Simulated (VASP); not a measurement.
# Al5GaN6 (P-3m1) in VASP: further runs, part 2 of 2

VASP 6.6.1. The steps go on from the part before.

### Step 3. Relaxation of cell and atoms, PBE

Input file INCAR:

```
PREC = Accurate ; ENCUT = 600
EDIFF = 1E-6 ; ISMEAR = 0
SIGMA = 0.1 ; LREAL = False
LASPH = True ; NELM = 60
ALGO = Normal ; ISIF = 3
LWAVE = False ; LCHARG = False
GGA = PE ; IBRION = 2
NSW = 90 ; EDIFFG = -0.04
```

Input file KPOINTS:

```
Automatic mesh
0
Gamma
  6 6 2
```

Input file POSCAR:

```
Al5GaN6
1.0
    2.9016782789      0.0000000000      0.0000000000
   -1.4508391395      2.5129271031      0.0000000000
    0.0000000000      0.0000000000     14.2254999648
Al Ga N
5 1 6
Direct
    0.3333333333      0.6666666667      0.8350074997
    0.6666666667      0.3333333333      0.6699970336
    0.3333333333      0.6666666667      0.3300029664
    0.6666666667      0.3333333333      0.1649925003
    0.0000000000      0.0000000000      0.0000000000
    0.0000000000      0.0000000000      0.5000000000
    0.6666666667      0.3333333333      0.9175102970
    0.0000000000      0.0000000000      0.7525591861
    0.3333333333      0.6666666667      0.5889522165
    0.6666666667      0.3333333333      0.4110477835
    0.0000000000      0.0000000000      0.2474408139
    0.3333333333      0.6666666667      0.0824897030
```

Potentials or basis: VASP PAW PBE potentials, release 64 (Al, Ga_d, N).

Run with:

```console
cat potpaw_PBE.64/Al/POTCAR potpaw_PBE.64/Ga_d/POTCAR potpaw_PBE.64/N/POTCAR > POTCAR
mpirun -np 1 vasp_std > vasp.out
```

OUTCAR:

```text
PREC = Accurate
   ENCUT = 600
   EDIFF = 1E-6
   ISMEAR = 0
   LREAL = False
   LASPH = True
   NELM = 60
   ISIF = 3
   GGA = PE
   IBRION = 2
   NSW = 90
   EDIFFG = -0.04

 ion  position               nearest neighbor table
   1  0.333  0.667  0.835-   8 2.05   8 2.05   8 2.05   7 2.05   7 2.05   7 2.05   5 2.88   5 2.88
                             5 2.88   2 2.88   2 2.88   2 2.88
   2  0.667  0.333  0.670-   9 2.03   9 2.03   9 2.03   8 2.05   8 2.05   8 2.05   1 2.88   1 2.88
                             1 2.88   6 2.94   6 2.94   6 2.94
   3  0.333  0.667  0.330-  10 2.03  10 2.03  10 2.03  11 2.05  11 2.05  11 2.05   4 2.88   4 2.88
                             4 2.88   6 2.94   6 2.94   6 2.94
   4  0.667  0.333  0.165-  11 2.05  11 2.05  11 2.05  12 2.05  12 2.05  12 2.05   5 2.88   5 2.88
                             5 2.88   3 2.88   3 2.88   3 2.88
   5  0.000  0.000  0.000-   7 2.05  12 2.05  12 2.05   7 2.05   7 2.05  12 2.05   1 2.88   4 2.88
                             1 2.88   4 2.88   1 2.88   4 2.88
   6  0.000  0.000  0.500-   9 2.10  10 2.10   9 2.10  10 2.10  10 2.10   9 2.10   2 2.94   3 2.94
                             3 2.94   2 2.94   3 2.94   2 2.94
   7  0.667  0.333  0.918-   5 2.05   5 2.05   5 2.05   1 2.05   1 2.05   1 2.05
   8  0.000  0.000  0.753-   1 2.05   1 2.05   1 2.05   2 2.05   2 2.05   2 2.05
   9  0.333  0.667  0.589-   2 2.03   2 2.03   2 2.03   6 2.10   6 2.10   6 2.10
  10  0.667  0.333  0.411-   3 2.03   3 2.03   3 2.03   6 2.10   6 2.10   6 2.10
  11  0.000  0.000  0.247-   4 2.05   4 2.05   4 2.05   3 2.05   3 2.05   3 2.05
  12  0.333  0.667  0.082-   5 2.05   5 2.05   5 2.05   4 2.05   4 2.05   4 2.05

  LATTYP: Found a hexagonal cell.
 ALAT       =     2.9016782789
 C/A-ratio  =     4.9025076516

  Lattice vectors:

 A1 = (   2.9016782789,   0.0000000000,   0.0000000000)
 A2 = (  -1.4508391395,   2.5129271031,   0.0000000000)
 A3 = (   0.0000000000,   0.0000000000,  14.2254999648)

Analysis of symmetry for initial positions (statically):
=====================================================================
 Subroutine PRICEL returns:
 Original cell was already a primitive cell.

 Routine SETGRP: Setting up the symmetry group for a
[... 224 lines left out ...]

 number of electron      57.9999998 magnetization

 Free energy of the ion-electron system (eV)
  ---------------------------------------------------
  ext. energy  EPLUGINS =         0.00000000
  ---------------------------------------------------
  free energy    TOTEN  =       -83.75810200 eV

  energy without entropy =      -83.75810200  energy(sigma->0) =      -83.75810200

 E-fermi :   9.8237     XC(G=0): -12.3361

 val. band max:        9.3152565716   @ k =   0.0000   0.0000   0.5000
 cond. band min:      12.4252138713   @ k =   0.5000   0.0000   0.0000
 fundamental gap:      3.1099572998
 Fermi energy:         9.8237301197

 k-point     1 :       0.0000    0.0000    0.0000
  band No.  band energies     occupation
      1      -7.9998      2.00000
      2      -7.4641      2.00000
      3      -7.4181      2.00000
      4      -6.0095      2.00000
      5      -5.9712      2.00000
      6      -4.8194      2.00000
[... 535 lines left out ...]
     35      16.3981      0.00000
     36      18.8866      0.00000

------------------------ aborting loop because EDIFF is reached ----------------------------------------

  FORCE on cell =-STRESS in cart. coord.  units (eV):
  Direction    XX          YY          ZZ          XY          YZ          ZX
  --------------------------------------------------------------------------------------
  -------------------------------------------------------------------------------------
  Total        0.1049266      0.1049266      0.1149128     -0.0000000      0.0000000     -0.0000000
  in kB        1.6230314      1.6230314      1.7775007     -0.0000000      0.0000000     -0.0000000
  external PRESSURE =       1.6745212 kB  Pullay stress =       0.0000000 kB

 VOLUME and BASIS-vectors are now :
 -----------------------------------------------------------------------------
  energy-cutoff  :      600.00
  volume of cell :      103.58
      direct lattice vectors                 reciprocal lattice vectors
     2.900285962  0.000000000  0.000000000     0.344793587  0.199066670  0.000000000
    -1.450142981  2.511721321 -0.000000000    -0.000000000  0.398133341  0.000000000
     0.000000000  0.000000000 14.218608484    -0.000000000  0.000000000  0.070330370

 POSITION                                       TOTAL-FORCE (eV/Angst)
 -----------------------------------------------------------------------------------
     -0.00000      1.67448     11.87258        -0.000000     -0.000000      0.002603
      1.45014      0.83724      9.52647        -0.000000     -0.000000      0.027300
     -0.00000      1.67448      4.69213        -0.000000      0.000000     -0.027300
      1.45014      0.83724      2.34603         0.000000      0.000000     -0.002603
      0.00000      0.00000     14.21861        -0.000000      0.000000     -0.000000
      0.00000      0.00000      7.10930        -0.000000      0.000000     -0.000000
      1.45014      0.83724     13.04574        -0.000000      0.000000     -0.000840
      1.45014      2.51172     10.70043        -0.000000      0.000000      0.001798
     -0.00000      1.67448      8.37646         0.000000      0.000000     -0.005818
      1.45014      0.83724      5.84215         0.000000     -0.000000      0.005818
      0.00000      0.00000      3.51818        -0.000000      0.000000     -0.001798
     -0.00000      1.67448      1.17287         0.000000     -0.000000      0.000840
 -----------------------------------------------------------------------------------
    total drift:                               -0.000000     -0.000000      0.000000

  FREE ENERGIE OF THE ION-ELECTRON SYSTEM (eV)
  ---------------------------------------------------
  free  energy   TOTEN  =       -83.7581020014 eV

  energy  without entropy=      -83.7581020014  energy(sigma->0) =      -83.75810200

 reached required accuracy - stopping structural energy minimisation
```

CONTCAR:

```text
Al5GaN6
   1.00000000000000
     2.9002859617946362    0.0000000000000277    0.0000000000000000
    -1.4501429809472701    2.5117213211166707   -0.0000000000000000
     0.0000000000000000    0.0000000000000000   14.2186084843357747
  Al              Ga              N
     5     1     6
Direct
     0.3333333332999970    0.6666666667000030    0.8350028876220389
     0.6666666667000030    0.3333333332999970    0.6700004416417121
     0.3333333332999970    0.6666666667000030    0.3299995583582879
     0.6666666667000030    0.3333333332999970    0.1649971123779611
     0.0000000000000000    0.0000000000000000    1.0000000000000000
     0.0000000000000000    0.0000000000000000    0.5000000000000000
     0.6666666667000030    0.3333333332999970    0.9175117553247109
     1.0000000000000000    1.0000000000000000    0.7525651404308739
     0.3333333332999970    0.6666666667000030    0.5891196141416376
     0.6666666667000030    0.3333333332999970    0.4108803858583625
     0.0000000000000000    0.0000000000000000    0.2474348595691261
     0.3333333332999970    0.6666666667000030    0.0824882446752891

  0.00000000E+00  0.00000000E+00  0.00000000E+00
  0.00000000E+00  0.00000000E+00  0.00000000E+00
  0.00000000E+00  0.00000000E+00  0.00000000E+00
  0.00000000E+00  0.00000000E+00  0.00000000E+00
  0.00000000E+00  0.00000000E+00  0.00000000E+00
  0.00000000E+00  0.00000000E+00  0.00000000E+00
  0.00000000E+00  0.00000000E+00  0.00000000E+00
  0.00000000E+00  0.00000000E+00  0.00000000E+00
  0.00000000E+00  0.00000000E+00  0.00000000E+00
  0.00000000E+00  0.00000000E+00  0.00000000E+00
  0.00000000E+00  0.00000000E+00  0.00000000E+00
  0.00000000E+00  0.00000000E+00  0.00000000E+00
```

Wall time 2.6 min (1 thread of Intel Xeon 8259CL, shared host); peak memory 0.29 GiB.

What came out:

* Free energy: -83.7581 eV
* Relaxed volume: 8.63 Å³/atom
* Relaxed cell: a = 2.900 Å, b = 2.900 Å, c = 14.219 Å, α = 90.00°, β = 90.00°, γ = 120.00°
* Space group after relaxing (to 0.1 Å): P-3m1 (No. 164)
* Energy gained by relaxing: 0.0 meV/atom
* Ionic steps: 2
* Pressure after relaxing: 0.2 GPa
* Largest force after relaxing: 0.027 eV/Å
* Band gap on the k mesh: 3.11 eV (least direct gap 3.89 eV)

Forces on the atoms (eV/Å):
```
Al   0.000  0.000  0.003
Al   0.000  0.000  0.027
Al   0.000  0.000 -0.027
Al   0.000  0.000 -0.003
Al   0.000  0.000  0.000
Ga   0.000  0.000  0.000
N    0.000  0.000 -0.001
N    0.000  0.000  0.002
N    0.000  0.000 -0.006
N    0.000  0.000  0.006
N    0.000  0.000 -0.002
N    0.000  0.000  0.001
```

Step by step:
| step | energy change (eV) | largest force (eV/Å) | pressure (GPa) | volume (Å³) |
| --- | --- | --- | --- | --- |
| 1 | 0.0000 | 0.0494 | -0.18 | 103.73 |
| 2 | -0.0001 | 0.0273 | 0.17 | 103.58 |

Final structure:
```
Al Ga N
1.0
     2.90029    0.00000    0.00000
    -1.45014    2.51172    0.00000
     0.00000    0.00000   14.21861
Al Ga N
5 1 6
Direct
  0.33333 0.66667 0.83500
  0.66667 0.33333 0.67000
  0.33333 0.66667 0.33000
  0.66667 0.33333 0.16500
  0.00000 0.00000 0.00000
  0.00000 0.00000 0.50000
  0.66667 0.33333 0.91751
  0.00000 0.00000 0.75257
  0.33333 0.66667 0.58912
  0.66667 0.33333 0.41088
  0.00000 0.00000 0.24743
  0.33333 0.66667 0.08249
```

A k mesh can miss the band edges.

### Step 4. Relaxation of cell and atoms, PBE

Input file INCAR:

```
PREC = Accurate
ENCUT = 600
EDIFF = 1E-7
ISMEAR = 0
SIGMA = 0.02
LREAL = False
LASPH = True
NELM = 100
ALGO = Normal
ISIF = 3
LWAVE = False
LCHARG = False
GGA = PE
IBRION = 2
NSW = 100
EDIFFG = -0.01
```

Input file KPOINTS:

```
regular mesh
0
Gamma
  12 12 2
```

Changes to POSCAR since step 3:

```diff
@@ -3,3 +3,3 @@
     2.9016782789      0.0000000000      0.0000000000
-   -1.4508391395      2.5129271031      0.0000000000
+   -1.4508391394      2.5129271031      0.0000000000
     0.0000000000      0.0000000000     14.2254999648
```

Run with:

```console
cat potpaw_PBE.64/Al/POTCAR potpaw_PBE.64/Ga_d/POTCAR potpaw_PBE.64/N/POTCAR > POTCAR
mpirun -np 1 vasp_std > vasp.out
```

It took 5.6 min on 1 thread of Intel Xeon 6975P-C (Granite Rapids), shared host; peak memory 0.34 GiB.

It converged, with:

```yaml
Free_energy: -83.7757 eV
Relaxed_volume: 8.64 Å³/atom
Relaxed_cell: a = 2.901 Å, b = 2.901 Å, c = 14.224 Å, α = 90.00°, β = 90.00°, γ = 120.00°
Space_group_after_relaxing_to_0.1_Å: P-3m1 (No. 164)
Energy_gained_by_relaxing: 0.0 meV/atom
Ionic_steps: 6
Pressure_after_relaxing: 0.0 GPa
Largest_force_after_relaxing: 0.005 eV/Å
Band_gap_on_the_k_mesh: 3.11 eV (least direct gap 3.88 eV)
```

Forces on the atoms (eV/Å):
```
Al   0.000  0.000  0.005
Al   0.000  0.000  0.003
Al   0.000  0.000 -0.003
Al   0.000  0.000 -0.005
Al   0.000  0.000  0.000
Ga   0.000  0.000  0.000
N    0.000  0.000  0.003
N    0.000  0.000  0.003
N    0.000  0.000 -0.002
N    0.000  0.000  0.002
N    0.000  0.000 -0.003
N    0.000  0.000 -0.003
```

Step by step:
```
step  energy change (eV)  largest force (eV/Å)  pressure (GPa)  volume (Å³)
   1              0.0000                0.0443           -0.17       103.73
   2             -0.0001                0.0226            0.16       103.59
   3             -0.0001                0.0174            0.06       103.63
   4             -0.0002                0.0107           -0.01       103.65
   5             -0.0002                0.0113            0.00       103.66
   6             -0.0002                0.0046           -0.01       103.66
```

Final structure:
```
Al Ga N
1.0
     2.90087    0.00000    0.00000
    -1.45043    2.51222    0.00000
     0.00000    0.00000   14.22396
Al Ga N
5 1 6
Direct
  0.33333 0.66667 0.83503
  0.66667 0.33333 0.67008
  0.33333 0.66667 0.32992
  0.66667 0.33333 0.16497
  0.00000 0.00000 0.00000
  0.00000 0.00000 0.50000
  0.66667 0.33333 0.91751
  0.00000 0.00000 0.75261
  0.33333 0.66667 0.58913
  0.66667 0.33333 0.41087
  0.00000 0.00000 0.24739
  0.33333 0.66667 0.08249
```

Levels at points of the mesh, in eV from the valence-band top:
| k point | band 26 | band 27 | band 28 | band 29 | band 30 | band 31 | band 32 | band 33 |
| --- | --- | --- | --- | --- | --- | --- | --- | --- |
| (0.00, 0.00, 0.00) | -0.06 | -0.06 | -0.05 | -0.05 | 4.47 | 5.76 | 6.02 | 6.08 |
| (0.50, 0.00, 0.00) | -1.54 | -1.40 | -0.82 | -0.78 | 3.11 | 4.90 | 5.30 | 5.65 |
| (0.00, 0.00, 0.50) | -0.16 | -0.16 | 0.00 | 0.00 | 4.70 | 5.61 | 5.87 | 5.91 |
| (0.50, 0.00, 0.50) | -1.50 | -1.24 | -1.18 | -0.83 | 3.23 | 4.61 | 5.79 | 5.97 |

A k mesh can miss the band edges.

### Step 5. The runs side by side

```tsv
task	cell	k mesh	cutoff (eV)	smearing	gap on the mesh (eV)	pressure (GPa)	relaxed volume (Å³/atom)	largest force (eV/Å)
single point	a = 2.902, b = 2.902, c = 14.228 Å, angles 90.0, 90.0, 120.0°, 12 atoms	12 × 12 × 2	520	gaussian 0.02 eV	3.11	0.0	-	0.05
relaxation of cell and atoms	relaxed from a = 2.902, b = 2.902, c = 14.225 Å, angles 90.0, 90.0, 120.0°, 12 atoms	6 × 6 × 2	600	gaussian 0.1 eV	3.11	0.2	8.63	0.03
relaxation of cell and atoms	relaxed from a = 2.902, b = 2.902, c = 14.225 Å, angles 90.0, 90.0, 120.0°, 12 atoms	12 × 12 × 2	600	gaussian 0.02 eV	3.11	0.0	8.64	-
```

Alike in all rows: level PBE; potentials or basis VASP PAW PBE potentials, release 64 (Al, Ga_d, N); no spin polarisation.

Absolute energies hang on the potentials; compare differences alone.
